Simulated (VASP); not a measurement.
# CuO in VASP: single point with PBE+U

Aim: the single point of CuO with PBE+U.

Program: VASP 6.6.1. These are calculated values, not measurements. Logs are shortened: lines on timing, memory, paths and dates and some standing lists are left out, and cuts for length are marked.

## (1) The cell of the first run

The typed cell holds 16 atoms: a = 6.690 Å, b = 4.152 Å, c = 6.691 Å, α = 90.00°, β = 102.50°, γ = 90.00°.

## (2) Single point, PBE+U, collinear spin

The input, INCAR:

```
ALGO = Normal
EDIFF = 1E-7
ENCUT = 520
GGA = PE
ISIF = 2
ISMEAR = 0
ISPIN = 2
LASPH = T
LCHARG = F
LDAU = T
LDAUJ = 0 0
LDAUL = 2 -1
LDAUPRINT = 1
LDAUTYPE = 2
LDAUU = 4 0
LMAXMIX = 4
LORBIT = 11
LREAL = Auto
LWAVE = F
MAGMOM = 1 1 1 1 1 1 1 1 0 0 0 0 0 0 0 0
NBANDS = 86
NELM = 150
PREC = Accurate
SIGMA = 0.05
```

The input, KPOINTS:

```
k-points
0
Gamma
  2 4 2
```

The input, POSCAR:

```
CuO
1.0
    3.7619277448      0.0000000000      5.5321650474
    0.0000000000     -4.1521210669      0.0000000000
    4.5869090652      0.0000000000     -4.8710264531
Cu O
8 8
Direct
    0.1250000000     -0.2500000000      0.1250000000
    0.3750000000      0.2500000000     -0.1250000000
    0.3750000000      0.2500000000      0.3750000000
    0.6250000000      0.7500000000      0.1250000000
    0.6250000000     -0.2500000000      0.6250000000
    0.8750000000      0.2500000000      0.3750000000
    0.8750000000      0.2500000000      0.8750000000
    1.1250000000      0.7500000000      0.6250000000
    0.3750000000      0.0000352670      0.1250000000
    0.6250000000     -0.0000352670     -0.1250000000
    0.6250000000      0.5000352670      0.3750000000
    0.8750000000      0.4999647330      0.1250000000
    0.8750000000      0.0000352670      0.6250000000
    1.1250000000     -0.0000352670      0.3750000000
    1.1250000000      0.5000352670      0.8750000000
    1.3750000000      0.4999647330      0.6250000000
```

Potentials or basis: VASP PAW PBE potentials, release 64 (Cu, O).

Run with:

```sh
$ cat potpaw_PBE.64/Cu/POTCAR potpaw_PBE.64/O/POTCAR > POTCAR
$ mpirun -np 1 vasp_std > vasp.out
```

OUTCAR:

```text
EDIFF = 1E-7
   ENCUT = 520
   GGA = PE
   ISIF = 2
   ISMEAR = 0
   ISPIN = 2
   LASPH = T
   LORBIT = 11
   LREAL = Auto
   NELM = 150
   PREC = Accurate

 ion  position               nearest neighbor table
   1  0.125  0.750  0.125-  14 1.97  15 1.97   9 1.97  12 1.97
   2  0.375  0.250  0.875-   9 1.97  16 1.97  15 1.97  10 1.97
   3  0.375  0.250  0.375-   9 1.97  16 1.97  14 1.97  11 1.97
   4  0.625  0.750  0.125-  10 1.97  11 1.97   9 1.97  12 1.97
   5  0.625  0.750  0.625-  10 1.97  11 1.97  13 1.97  16 1.97
   6  0.875  0.250  0.375-  12 1.97  13 1.97  11 1.97  14 1.97
[... 8 lines left out ...]
  15  0.125  0.500  0.875-   1 1.97   8 1.97   7 1.97   2 1.97
  16  0.375  0.500  0.625-   2 1.97   3 1.97   5 1.97   8 1.97

  LATTYP: Found a simple monoclinic cell.
 ALAT       =     6.6900635624
 B/A-ratio  =     0.6206400026
 C/A-ratio  =     1.0001081674
 COS(beta)  =    -0.2165172895

  Lattice vectors:

 A1 = (   3.7619277448,   0.0000000000,   5.5321650474)
 A2 = (   0.0000000000,  -4.1521210669,   0.0000000000)
 A3 = (   4.5869090652,   0.0000000000,  -4.8710264531)

Analysis of symmetry for initial positions (statically):
=====================================================================
 Subroutine PRICEL returns following result:

  LATTYP: Found a base centered monoclinic cell.
 ALAT       =     4.1874867260
 B/A-ratio  =     0.9915544427
 C/A-ratio  =     1.2460757196
 COS(beta)  =    -0.0001107896
[... 12 lines left out ...]
 Subroutine GETGRP returns: Found  4 space group operations
 (whereof  2 operations were pure point group operations)
 out of a pool of  4 trial point group operations.

The static configuration has the point symmetry S_2 .
 The point group associated with its full space group is C_2h.

Analysis of symmetry for dynamics (positions and initial velocities):
=====================================================================
 Subroutine PRICEL returns following result:

  LATTYP: Found a base centered monoclinic cell.
 ALAT       =     4.1874867260
 B/A-ratio  =     0.9915544427
 C/A-ratio  =     1.2460757196
 COS(beta)  =    -0.0001107896
[... 12 lines left out ...]
 Subroutine GETGRP returns: Found  4 space group operations
 (whereof  2 operations were pure point group operations)
 out of a pool of  4 trial point group operations.

The dynamic configuration has the point symmetry S_2 .
 The point group associated with its full space group is C_2h.

Analysis of structural, dynamic, and magnetic symmetry:
=====================================================================
 Subroutine PRICEL returns following result:

  LATTYP: Found a base centered monoclinic cell.
 ALAT       =     4.1874867260
 B/A-ratio  =     0.9915544427
 C/A-ratio  =     1.2460757196
 COS(beta)  =    -0.0001107896
[... 12 lines left out ...]
 Subroutine GETGRP returns: Found  4 space group operations
 (whereof  2 operations were pure point group operations)
 out of a pool of  4 trial point group operations.

The overall configuration has the point symmetry S_2 .
 The point group associated with its full space group is C_2h.

 Subroutine INISYM returns: Found  4 space group operations
 (whereof  2 operations are pure point group operations),
 and found     4 'primitive' translations

----------------------------------------------------------------------------------------

                                     Primitive cell

  volume of cell :      45.3619

  direct lattice vectors                    reciprocal lattice vectors
    -2.087209202 -2.076060533 -0.165284649    -0.238059370 -0.240840762 -0.018878296
    -2.087209202  2.076060533 -0.165284649    -0.238059370  0.240840762 -0.018878296
     0.412490660  0.000000000 -5.201595750     0.015129034  0.000000000 -0.191048952

  length of vectors
     2.948523123  2.948523123  5.217925535     0.339165043  0.339165043  0.191647044

  position of ions in fractional coordinates (direct lattice)
     0.500000000  0.000000000  0.000000000
     0.000000000  0.500000000  0.500000000
     0.500035267  0.499964733  0.750000000
     0.499964733  0.500035267  0.250000000

  ion indices of the primitive-cell ions
   primitive index   ion index
                 1           1
                 2           8
                 3          15
                 4          14

[... 54 lines left out ...]
   LSORBIT =      F    spin-orbit coupling
   LASPH  =      T    aspherical Exc in radial PAW
   ENCUT  =  520.0 eV  38.22 Ry    6.18 a.u.  12.44  7.72 12.44*2*pi/ulx,y,z
   NELM   =    150;   NELMIN=  2; NELMDL= -5     # of ELM steps
   EDIFF  = 0.1E-06   stopping-criterion for ELM
   LREAL  =      T    real-space projection
   EDIFFG = 0.1E-05   stopping-criterion for IOM
   NSW    =      0    number of steps for IOM
   IBRION =     -1    ionic relax: 0-MD 1-quasi-New 2-CG
   NFREE  =      0    steps in history (QN), initial steepest desc. (CG)
   ISIF   =      2    stress and relaxation
   ISYM   =      2    0-nonsym 1-usesym 2-fastsym
   POTIM  = 0.5000    time-step for ionic-motion
   TEBEG  =    0.0;   TEEND  =   0.0 temperature during run
   PSTRESS=    0.0 pullay stress
   NELECT =     136.0000    total number of electrons
   NUPDOWN=      -1.0000    fix difference up-down
   EMIN   =  10.00;   EMAX   =-10.00  energy-range for DOS
   EFERMI =   0.00;   METHOD = LEGACY
   ISMEAR =     0;   SIGMA  =   0.05  broadening in eV -4-tet -1-fermi 0-gaus
   EFERMI_NEDOS =   21; number of points for ismear=-14 and -15
   IALGO  =     38    algorithm
   IMIX   =      4    mixing-type and parameters
     AMIX     =   0.40;   BMIX     =  1.00
     AMIX_MAG =   1.60;   BMIX_MAG =  1.00
  volume/ion in A,a.u.               =      11.34        76.53
  Fermi-wavevector in a.u.,A,eV,Ry     =   1.487090  2.810193 30.088437  2.211438
  Thomas-Fermi vector in A             =   2.600295
   LORBIT       =     11    0 simple, 1 ext, 2 COOP (PROOUT), +10 PAW based schemes
 LDA+U is selected, type is set to LDAUTYPE =  2
   angular momentum for each species LDAUL =     2   -1
   U (eV)           for each species LDAUU =   4.0  0.0
   J (eV)           for each species LDAUJ =   0.0  0.0
   GGA     = PE    functional components
   LHFCALC =     F    Hartree Fock is set to
   AEXX    =    0.0000 exact exchange contribution
   IVDW    =     0    specifies the selected vdW correction
   LEPSILON=     F    determine dielectric tensor
   LRPA    =     F    only Hartree local field effects (RPA)
 spin polarized calculation
 Gauss-broadening in eV      SIGMA  =   0.05
  energy-cutoff  :      520.00
  volume of cell :      181.45
 maximum number of plane-waves:      4907
 NGX is ok and might be reduce to    50
   NGX = 25   NGY = 15   NGZ = 25

atom =   1  type =  1  l = 2

 onsite density matrix

spin component  1
[... 248 lines left out ...]
  o =  0.4185  v =  0.0000  0.0000  0.0000  0.0000  0.0000 -0.0555  0.7021  0.0966  0.7011 -0.0560      0.0000  0.0000  0.0000  0.0000  0.0000  0.0000  0.0000  0.0000  0.0000  0.0000
  o =  0.9386  v =  0.0000  0.0000  0.0000  0.0000  0.0000  0.8811  0.0699  0.4633 -0.0638  0.0040      0.0000  0.0000  0.0000  0.0000  0.0000  0.0000  0.0000  0.0000  0.0000  0.0000
  o =  0.9473  v =  0.8917  0.0708  0.4429 -0.0608  0.0063  0.0000  0.0000  0.0000  0.0000  0.0000      0.0000  0.0000  0.0000  0.0000  0.0000  0.0000  0.0000  0.0000  0.0000  0.0000
  o =  0.9641  v =  0.0000  0.0000  0.0000  0.0000  0.0000  0.0052  0.0001 -0.0120 -0.0777 -0.9969      0.0000  0.0000  0.0000  0.0000  0.0000  0.0000  0.0000  0.0000  0.0000  0.0000
  o =  0.9653  v =  0.0000  0.0000  0.0000  0.0000  0.0000  0.0562 -0.7077  0.0962  0.6955 -0.0552      0.0000  0.0000  0.0000  0.0000  0.0000  0.0000  0.0000  0.0000  0.0000  0.0000
  o =  0.9719  v =  0.0562 -0.7087  0.0961  0.6945 -0.0554  0.0000  0.0000  0.0000  0.0000  0.0000      0.0000  0.0000  0.0000  0.0000  0.0000  0.0000  0.0000  0.0000  0.0000  0.0000
  o =  0.9731  v = -0.0051 -0.0003  0.0069  0.0786  0.9969  0.0000  0.0000  0.0000  0.0000  0.0000      0.0000  0.0000  0.0000  0.0000  0.0000  0.0000  0.0000  0.0000  0.0000  0.0000
  o =  0.9745  v =  0.0000  0.0000  0.0000  0.0000  0.0000  0.4663  0.0367 -0.8755  0.1211  0.0035      0.0000  0.0000  0.0000  0.0000  0.0000  0.0000  0.0000  0.0000  0.0000  0.0000
  o =  0.9784  v =  0.4457  0.0352 -0.8861  0.1223 -0.0012  0.0000  0.0000  0.0000  0.0000  0.0000      0.0000  0.0000  0.0000  0.0000  0.0000  0.0000  0.0000  0.0000  0.0000  0.0000
  o =  1.0215  v = -0.0555  0.7011  0.0969  0.7021 -0.0561  0.0000  0.0000  0.0000  0.0000  0.0000      0.0000  0.0000  0.0000  0.0000  0.0000  0.0000  0.0000  0.0000  0.0000  0.0000

 number of electron     135.9999962 magnetization       7.7917692

 Free energy of the ion-electron system (eV)
  ---------------------------------------------------
  ext. energy  EPLUGINS =         0.00000000
  ---------------------------------------------------
  free energy    TOTEN  =       -68.98310915 eV

  energy without entropy =      -68.97989587  energy(sigma->0) =      -68.98150251

 E-fermi :   4.3633     XC(G=0): -11.1268

 val. band max:        4.3480847659   @ k =   0.0000   0.2500   0.0000
 cond. band min:       4.3785789172   @ k =   0.0000   0.2500   0.0000
 fundamental gap:      0.0304941513
 Fermi energy:         4.3633313596

 spin component 1

 k-point     1 :       0.0000    0.0000    0.0000
  band No.  band energies     occupation
      1     -14.9545      1.00000
      2     -14.0493      1.00000
      3     -14.0493      1.00000
      4     -14.0492      1.00000
      5     -14.0492      1.00000
      6     -13.8488      1.00000
[... 985 lines left out ...]
     79      10.2557      0.00000
     80      10.2557      0.00000
 Fermi energy:         4.3633313596

 spin component 2

 k-point     1 :       0.0000    0.0000    0.0000
  band No.  band energies     occupation
      1     -14.4541      1.00000
      2     -13.4605      1.00000
      3     -13.4605      1.00000
      4     -13.4604      1.00000
      5     -13.4604      1.00000
      6     -13.2906      1.00000
[... 985 lines left out ...]
     79      10.5610      0.00000
     80      10.5610      0.00000
 [bands above 80 left out]

------------------------ aborting loop because EDIFF is reached ----------------------------------------

  FORCE on cell =-STRESS in cart. coord.  units (eV):
  Direction    XX          YY          ZZ          XY          YZ          ZX
  --------------------------------------------------------------------------------------
  -------------------------------------------------------------------------------------
  Total       -2.9598531     -2.8959798     -3.4076082      0.0000000      0.0000000      0.0345307
  in kB      -26.1354156    -25.5714167    -30.0890802      0.0000000      0.0000000      0.3049053
  external PRESSURE =     -27.2653042 kB  Pullay stress =       0.0000000 kB

 VOLUME and BASIS-vectors are now :
 -----------------------------------------------------------------------------
  energy-cutoff  :      520.00
  volume of cell :      181.45
      direct lattice vectors                 reciprocal lattice vectors
     3.761927745  0.000000000  5.532165047     0.111465168  0.000000000  0.104963624
     0.000000000 -4.152121067  0.000000000     0.000000000 -0.240840762  0.000000000
     4.586909065  0.000000000 -4.871026453     0.126594202  0.000000000 -0.086085328

 POSITION                                       TOTAL-FORCE (eV/Angst)
 -----------------------------------------------------------------------------------
      1.04360     -3.11409      0.08264         0.000000      0.000000     -0.000000
      5.42427     -1.03803     -2.18759         0.000000      0.000000     -0.000000
      3.13081     -1.03803      0.24793         0.000000     -0.000000     -0.000000
      2.92457     -3.11409      2.84872         0.000000      0.000000     -0.000000
      5.21802     -3.11409      0.41321         0.000000     -0.000000     -0.000000
      5.01178     -1.03803      3.01401         0.000000      0.000000     -0.000000
[... 8 lines left out ...]
      4.48379     -2.07621     -3.57063        -0.000000     -0.000538     -0.000000
      4.27754     -2.07591     -0.96983         0.000000      0.000538      0.000000
 -----------------------------------------------------------------------------------
    total drift:                               -0.000000      0.000000      0.000000

  FREE ENERGIE OF THE ION-ELECTRON SYSTEM (eV)
  ---------------------------------------------------
  free  energy   TOTEN  =       -68.9831091466 eV

  energy  without entropy=      -68.9798958708  energy(sigma->0) =      -68.98150251

 total charge

# of ion       s       p       d       tot
------------------------------------------
    1        0.379   0.370   9.133   9.882
    2        0.379   0.370   9.133   9.882
    3        0.379   0.370   9.133   9.882
    4        0.379   0.370   9.133   9.882
    5        0.379   0.370   9.133   9.882
    6        0.379   0.370   9.133   9.882
[... 8 lines left out ...]
   15        1.557   3.417   0.000   4.974
   16        1.557   3.417   0.000   4.974
--------------------------------------------------
tot         15.492  30.293  73.064 118.849

 magnetization (x)

# of ion       s       p       d       tot
------------------------------------------
    1       -0.006   0.002   0.631   0.627
    2       -0.006   0.002   0.631   0.627
    3       -0.006   0.002   0.631   0.627
    4       -0.006   0.002   0.631   0.627
    5       -0.006   0.002   0.631   0.627
    6       -0.006   0.002   0.631   0.627
[... 8 lines left out ...]
   15        0.020   0.287   0.000   0.306
   16        0.020   0.287   0.000   0.306
--------------------------------------------------
tot          0.109   2.307   5.051   7.467
```

It took 19 min on 1 thread of Intel Xeon Platinum 8488C (Sapphire Rapids), shared host; peak memory 0.47 GiB.

What came out:

| Quantity | Value |
| --- | --- |
| Free energy | -68.9831 eV |
| Pressure | -2.7 GPa |
| Net moment | 7.79 μB per cell |
| Site moments | Cu +0.63; O +0.31 μB |
| Valence electrons inside the program's atomic spheres | Cu 9.88; O 4.97 |

Stress tensor (GPa, compression positive):
```
-2.61  0.00  0.03
 0.00 -2.56  0.00
 0.03  0.00 -3.01
```

Eigenvalues of the final occupation matrices:
```tsv
site	spin	trace	eigenvalues
site 1 d	1	4.89	0.95 0.97 0.97 0.98 1.02
site 1 d	2	4.26	0.42 0.94 0.96 0.97 0.97
site 2 d	1	4.89	0.95 0.97 0.97 0.98 1.02
site 2 d	2	4.26	0.42 0.94 0.96 0.97 0.97
site 3 d	1	4.89	0.95 0.97 0.97 0.98 1.02
site 3 d	2	4.26	0.42 0.94 0.96 0.97 0.97
site 4 d	1	4.89	0.95 0.97 0.97 0.98 1.02
site 4 d	2	4.26	0.42 0.94 0.96 0.97 0.97
site 5 d	1	4.89	0.95 0.97 0.97 0.98 1.02
site 5 d	2	4.26	0.42 0.94 0.96 0.97 0.97
site 6 d	1	4.89	0.95 0.97 0.97 0.98 1.02
site 6 d	2	4.26	0.42 0.94 0.96 0.97 0.97
```

Caveat: the k points lie up to 0.48 Å⁻¹ apart.
